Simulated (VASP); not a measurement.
# Sn3Te (Pm-3m) in VASP: a series of runs

Sn3Te is run at these levels: PBE; tasks: single point, relaxation of cell and atoms.

Program: VASP 6.6.1. These are calculated values, not measurements. Logs are shortened: lines on timing, memory, paths and dates and some standing lists are left out, and cuts for length are marked.

## Step 1: The cell of the first run

It takes space group Pm-3m (No. 221, cubic). The conventional cell has a = 4.866 Å, b = 4.866 Å, c = 4.866 Å, α = 90.00°, β = 90.00°, γ = 90.00°. Sn (site symmetry 4/mmm) has 8 Sn at 3.44 Å and 4 Te at 3.44 Å within 4.5 Å. Te (site symmetry m-3m) has 12 Sn at 3.44 Å within 4.5 Å.

## Step 2: Single point, PBE

INCAR

```
SYSTEM = Sn3Te
ALGO = Fast
EDIFF = 1E-6
ENCUT = 520
GGA = PE
ISIF = 2
ISMEAR = 0
LASPH = .True.
LCHARG = .False.
LREAL = .False.
LWAVE = .False.
NBANDS = 32
NELM = 100
PREC = Accurate
SIGMA = 0.1
```

KPOINTS

```
k-points
0
Gamma
  4 4 4
  0 0 0
```

POSCAR

```
Sn3Te
1.0
    4.8656220400      0.0000000000      0.0000000000
    0.0000000000      4.8656220400      0.0000000000
    0.0000000000      0.0000000000      4.8656220400
Sn Te
3 1
Direct
    0.5000000000      0.5000000000      0.0000000000
    0.5000000000      0.0000000000      0.5000000000
    0.0000000000      0.5000000000      0.5000000000
    0.0000000000      0.0000000000      0.0000000000
```

Potentials or basis: VASP PAW PBE potentials, release 64 (Sn_d, Te).

On the command line:

```bash
> cat potpaw_PBE.64/Sn_d/POTCAR potpaw_PBE.64/Te/POTCAR > POTCAR
> mpirun -np 1 vasp_std > vasp.out
```

OUTCAR:

```text
SYSTEM = Sn3Te
   EDIFF = 1E-6
   ENCUT = 520
   GGA = PE
   ISIF = 2
   ISMEAR = 0
   LASPH = .True.
   LREAL = .False.
   NELM = 100
   PREC = Accurate

 ion  position               nearest neighbor table
   1  0.500  0.500  0.000-   2 3.44   3 3.44   4 3.44   2 3.44   3 3.44   2 3.44   4 3.44   2 3.44
                             3 3.44   4 3.44   3 3.44   4 3.44
   2  0.500  0.000  0.500-   1 3.44   3 3.44   4 3.44   1 3.44   4 3.44   1 3.44   3 3.44   1 3.44
                             3 3.44   4 3.44   4 3.44   3 3.44
   3  0.000  0.500  0.500-   1 3.44   2 3.44   4 3.44   1 3.44   4 3.44   2 3.44   4 3.44   4 3.44
                             1 3.44   2 3.44   1 3.44   2 3.44
   4  0.000  0.000  0.000-   1 3.44   2 3.44   3 3.44   2 3.44   3 3.44   1 3.44   3 3.44   3 3.44
                             1 3.44   2 3.44   2 3.44   1 3.44

  LATTYP: Found a simple cubic cell.
 ALAT       =     4.8656220400

  Lattice vectors:

 A1 = (   4.8656220400,   0.0000000000,   0.0000000000)
 A2 = (   0.0000000000,   4.8656220400,   0.0000000000)
 A3 = (   0.0000000000,   0.0000000000,   4.8656220400)

Analysis of symmetry for initial positions (statically):
=====================================================================
 Subroutine PRICEL returns:
 Original cell was already a primitive cell.

 Routine SETGRP: Setting up the symmetry group for a
 simple cubic supercell.

 Subroutine GETGRP returns: Found 48 space group operations
 (whereof 48 operations were pure point group operations)
 out of a pool of 48 trial point group operations.

The static configuration has the point symmetry O_h .

Analysis of symmetry for dynamics (positions and initial velocities):
=====================================================================
 Subroutine PRICEL returns:
 Original cell was already a primitive cell.

 Routine SETGRP: Setting up the symmetry group for a
 simple cubic supercell.

 Subroutine GETGRP returns: Found 48 space group operations
 (whereof 48 operations were pure point group operations)
 out of a pool of 48 trial point group operations.

The dynamic configuration has the point symmetry O_h .

 Subroutine INISYM returns: Found 48 space group operations
 (whereof 48 operations are pure point group operations),
 and found     1 'primitive' translations

----------------------------------------------------------------------------------------

                                     Primitive cell

  volume of cell :     115.1901

  direct lattice vectors                    reciprocal lattice vectors
     4.865622040  0.000000000  0.000000000     0.205523568  0.000000000  0.000000000
     0.000000000  4.865622040  0.000000000     0.000000000  0.205523568  0.000000000
     0.000000000  0.000000000  4.865622040     0.000000000  0.000000000  0.205523568

  length of vectors
     4.865622040  4.865622040  4.865622040     0.205523568  0.205523568  0.205523568

  position of ions in fractional coordinates (direct lattice)
     0.500000000  0.500000000  0.000000000
     0.500000000  0.000000000  0.500000000
     0.000000000  0.500000000  0.500000000
     0.000000000  0.000000000  0.000000000

  ion indices of the primitive-cell ions
   primitive index   ion index
                 1           1
                 2           2
                 3           3
                 4           4

----------------------------------------------------------------------------------------

 KPOINTS: k-points

Automatic generation of k-mesh.
 Grid dimensions read from file:
 generate k-points for:    4    4    4

 Generating k-lattice:

  Cartesian coordinates                     Fractional coordinates (reciprocal lattice)
     0.051380892  0.000000000  0.000000000     0.250000000  0.000000000  0.000000000
     0.000000000  0.051380892  0.000000000     0.000000000  0.250000000  0.000000000
     0.000000000  0.000000000  0.051380892     0.000000000  0.000000000  0.250000000

  Length of vectors
     0.051380892  0.051380892  0.051380892

  Shift w.r.t. Gamma in fractional coordinates (k-lattice)
     0.000000000  0.000000000  0.000000000

 Subroutine IBZKPT returns following result:
 ===========================================

 Found     10 irreducible k-points:

 Following reciprocal coordinates:
            Coordinates               Weight
  0.000000  0.000000  0.000000      1.000000
  0.250000  0.000000  0.000000      6.000000
  0.500000  0.000000  0.000000      3.000000
  0.250000  0.250000  0.000000     12.000000
  0.500000  0.250000  0.000000     12.000000
  0.500000  0.500000  0.000000      3.000000
  0.250000  0.250000  0.250000      8.000000
  0.500000  0.250000  0.250000     12.000000
  0.500000  0.500000  0.250000      6.000000
  0.500000  0.500000  0.500000      1.000000
   k-points           NKPTS =     10   k-points in BZ     NKDIM =     10   number of bands    NBANDS=     32
   number of dos      NEDOS =    301   number of ions     NIONS =      4
   total plane-waves  NPLWV =  46656
   dimension x,y,z NGX =    36 NGY =   36 NGZ =   36
   dimension x,y,z NGXF=    72 NGYF=   72 NGZF=   72
   ions per type =               3   1
   NGX,Y,Z   is equivalent  to a cutoff of  12.30, 12.30, 12.30 a.u.
   NGXF,Y,Z  is equivalent  to a cutoff of  24.60, 24.60, 24.60 a.u.
 SYSTEM =  Sn3Te
   PREC   = accura    normal or accurate (medium, high low for compatibility)
   ISTART =      0    job   : 0-new  1-cont  2-samecut
   ICHARG =      2    charge: 1-file 2-atom 10-const
   ISPIN  =      1    spin polarized calculation?
   LNONCOLLINEAR =      F non collinear calculations
   LSORBIT =      F    spin-orbit coupling
   LASPH  =      T    aspherical Exc in radial PAW
   ENCUT  =  520.0 eV  38.22 Ry    6.18 a.u.   9.05  9.05  9.05*2*pi/ulx,y,z
   NELM   =    100;   NELMIN=  2; NELMDL= -5     # of ELM steps
   EDIFF  = 0.1E-05   stopping-criterion for ELM
   LREAL  =      F    real-space projection
   EDIFFG = 0.1E-04   stopping-criterion for IOM
   NSW    =      0    number of steps for IOM
   IBRION =     -1    ionic relax: 0-MD 1-quasi-New 2-CG
   NFREE  =      0    steps in history (QN), initial steepest desc. (CG)
   ISIF   =      2    stress and relaxation
   ISYM   =      2    0-nonsym 1-usesym 2-fastsym
   POTIM  = 0.5000    time-step for ionic-motion
   TEBEG  =    0.0;   TEEND  =   0.0 temperature during run
   PSTRESS=    0.0 pullay stress
   NELECT =      48.0000    total number of electrons
   NUPDOWN=      -1.0000    fix difference up-down
   EMIN   =  10.00;   EMAX   =-10.00  energy-range for DOS
   EFERMI =   0.00;   METHOD = LEGACY
   ISMEAR =     0;   SIGMA  =   0.10  broadening in eV -4-tet -1-fermi 0-gaus
   EFERMI_NEDOS =   21; number of points for ismear=-14 and -15
   IALGO  =     68    algorithm
   IMIX   =      4    mixing-type and parameters
     AMIX     =   0.40;   BMIX     =  1.00
     AMIX_MAG =   1.60;   BMIX_MAG =  1.00
  volume/ion in A,a.u.               =      28.80       194.34
  Fermi-wavevector in a.u.,A,eV,Ry     =   1.222785  2.310729 20.343484  1.495204
  Thomas-Fermi vector in A             =   2.357920
   LORBIT       =      0    0 simple, 1 ext, 2 COOP (PROOUT), +10 PAW based schemes
   GGA     = PE    functional components
   LHFCALC =     F    Hartree Fock is set to
   AEXX    =    0.0000 exact exchange contribution
   IVDW    =     0    specifies the selected vdW correction
   LEPSILON=     F    determine dielectric tensor
   LRPA    =     F    only Hartree local field effects (RPA)
 non-spin polarized calculation
 RMM-DIIS sequential band-by-band and
 Gauss-broadening in eV      SIGMA  =   0.10
  energy-cutoff  :      520.00
  volume of cell :      115.19
 maximum number of plane-waves:      3136
   NGX = 19   NGY = 19   NGZ = 19

 number of electron      48.0000021 magnetization

 Free energy of the ion-electron system (eV)
  ---------------------------------------------------
  ext. energy  EPLUGINS =         0.00000000
  ---------------------------------------------------
  free energy    TOTEN  =       -14.34501719 eV

  energy without entropy =      -14.33786710  energy(sigma->0) =      -14.34144214

 E-fermi :   7.6834     XC(G=0): -10.0680

 val. band max:        7.5317408033   @ k =   0.5000   0.5000   0.0000
 cond. band min:       7.7021868570   @ k =   0.5000   0.5000   0.0000
 fundamental gap:      0.1704460537
 Fermi energy:         7.6833524921

 k-point     1 :       0.0000    0.0000    0.0000
  band No.  band energies     occupation
      1     -14.0747      2.00000
      2     -14.0747      2.00000
      3     -14.0747      2.00000
      4     -14.0512      2.00000
      5     -14.0512      2.00000
      6     -14.0366      2.00000
[... 24 lines left out ...]
     31      12.4391      0.00000
     32      12.8232      0.00000

 k-point     2 :       0.2500    0.0000    0.0000
  band No.  band energies     occupation
      1     -14.0702      2.00000
      2     -14.0514      2.00000
      3     -14.0514      2.00000
      4     -14.0499      2.00000
      5     -14.0377      2.00000
      6     -14.0212      2.00000
[... 24 lines left out ...]
     31      12.5989      0.00000
     32      12.9347      0.00000

 k-point     3 :       0.5000    0.0000    0.0000
  band No.  band energies     occupation
      1     -14.0650      2.00000
      2     -14.0486      2.00000
      3     -14.0200      2.00000
      4     -14.0200      2.00000
      5     -14.0167      2.00000
      6     -14.0103      2.00000
[... 24 lines left out ...]
     31      11.2499      0.00000
     32      13.8063      0.00000

 k-point     4 :       0.2500    0.2500    0.0000
  band No.  band energies     occupation
      1     -14.0535      2.00000
      2     -14.0530      2.00000
      3     -14.0431      2.00000
      4     -14.0403      2.00000
      5     -14.0220      2.00000
      6     -14.0151      2.00000
[... 164 lines left out ...]
     31      11.9499      0.00000
     32      14.9293      0.00000

 k-point     9 :       0.5000    0.5000    0.2500
  band No.  band energies     occupation
      1     -14.0525      2.00000
      2     -14.0463      2.00000
      3     -14.0463      2.00000
      4     -14.0343      2.00000
      5     -14.0120      2.00000
      6     -14.0090      2.00000
[... 24 lines left out ...]
     31      12.8689      0.00000
     32      15.2459      0.00000

 k-point    10 :       0.5000    0.5000    0.5000
  band No.  band energies     occupation
      1     -14.0633      2.00000
      2     -14.0495      2.00000
      3     -14.0495      2.00000
      4     -14.0495      2.00000
      5     -14.0206      2.00000
      6     -14.0206      2.00000
[... 24 lines left out ...]
     31      13.0337      0.00000
     32      15.4052      0.00000

------------------------ aborting loop because EDIFF is reached ----------------------------------------

  FORCE on cell =-STRESS in cart. coord.  units (eV):
  Direction    XX          YY          ZZ          XY          YZ          ZX
  --------------------------------------------------------------------------------------
  -------------------------------------------------------------------------------------
  Total       -0.0569544     -0.0569544     -0.0569544      0.0000000      0.0000000     -0.0000000
  in kB       -0.7921782     -0.7921782     -0.7921782      0.0000000      0.0000000     -0.0000000
  external PRESSURE =      -0.7921782 kB  Pullay stress =       0.0000000 kB

 VOLUME and BASIS-vectors are now :
 -----------------------------------------------------------------------------
  energy-cutoff  :      520.00
  volume of cell :      115.19
      direct lattice vectors                 reciprocal lattice vectors
     4.865622040  0.000000000  0.000000000     0.205523568  0.000000000  0.000000000
     0.000000000  4.865622040  0.000000000     0.000000000  0.205523568  0.000000000
     0.000000000  0.000000000  4.865622040     0.000000000  0.000000000  0.205523568

 POSITION                                       TOTAL-FORCE (eV/Angst)
 -----------------------------------------------------------------------------------
      2.43281      2.43281      0.00000         0.000000      0.000000      0.000000
      2.43281      0.00000      2.43281         0.000000      0.000000      0.000000
      0.00000      2.43281      2.43281         0.000000      0.000000      0.000000
      0.00000      0.00000      0.00000         0.000000      0.000000      0.000000
 -----------------------------------------------------------------------------------
    total drift:                                0.000000      0.000000      0.000000

  FREE ENERGIE OF THE ION-ELECTRON SYSTEM (eV)
  ---------------------------------------------------
  free  energy   TOTEN  =       -14.3450171871 eV

  energy  without entropy=      -14.3378670959  energy(sigma->0) =      -14.34144214
```

Run time: 14 s. Hardware: 1 thread of Intel Xeon 6975P-C (Granite Rapids), shared host; peak memory 0.21 GiB.

Results:

| Property | Result |
| --- | --- |
| Free energy | -14.3450 eV |
| Pressure | -0.1 GPa |
| Band gap on the k mesh | zero (bands 24 and 25 overlap by 3.20 eV) |

Caveat: spin-orbit coupling is left out, which moves the levels of the heavy elements.

## Step 3: Single point, PBE

This run uses another cell than the first one, of 29.01 Å³/atom.

INCAR

```
SYSTEM = Sn3Te
PREC = Accurate
ENCUT = 520
EDIFF = 1E-6
ISMEAR = 0
SIGMA = 0.1
LREAL = .FALSE.
LASPH = .TRUE.
NELM = 100
ALGO = Fast
ISIF = 2
LWAVE = .FALSE.
LCHARG = .TRUE.
GGA = PE
LELF = .TRUE.
LVHAR = .TRUE.
NBANDS = 32
```

KPOINTS

```
regular mesh
0
G
  10 10 10
  0 0 0
```

POSCAR

```
Sn3Te
1.0
    4.8777772402      0.0000000000      0.0000000000
    0.0000000000      4.8777772402      0.0000000000
    0.0000000000      0.0000000000      4.8777772402
Sn Te
3 1
Direct
    0.5000000000      0.5000000000      0.0000000000
    0.5000000000      0.0000000000      0.5000000000
    0.0000000000      0.5000000000      0.5000000000
    0.0000000000      0.0000000000      0.0000000000
```

Potentials or basis: VASP PAW PBE potentials, release 64 (Sn_d, Te).

On the command line:

```bash
> cat potpaw_PBE.64/Sn_d/POTCAR potpaw_PBE.64/Te/POTCAR > POTCAR
> mpirun -np 1 vasp_std > vasp.out
```

Run time: 68 s. Hardware: 1 thread of Intel Xeon 6975P-C (Granite Rapids), shared host; peak memory 0.32 GiB.

Results (log left out):

| Property | Result |
| --- | --- |
| Free energy | -14.3524 eV |
| Pressure | -0.1 GPa |
| Band gap on the k mesh | zero (bands 24 and 25 overlap by 3.29 eV) |

Levels at points of the mesh, in eV from the Fermi level:
```tsv
k point	band 22	band 23	band 24	band 25	band 26	band 27
(0.00, 0.00, 0.00)	-4.24	0.32	0.32	0.32	1.84	1.84
(0.50, 0.00, 0.00)	-1.79	-1.79	-1.58	-0.40	1.75	1.99
(0.50, 0.50, 0.00)	-2.01	-1.97	-0.79	-0.16	-0.16	0.03
(0.50, 0.50, 0.50)	-5.21	-4.36	2.73	2.73	2.73	5.25
```

Caveat: spin-orbit coupling is left out, which moves the levels of the heavy elements.

[end of part 1 of 2]
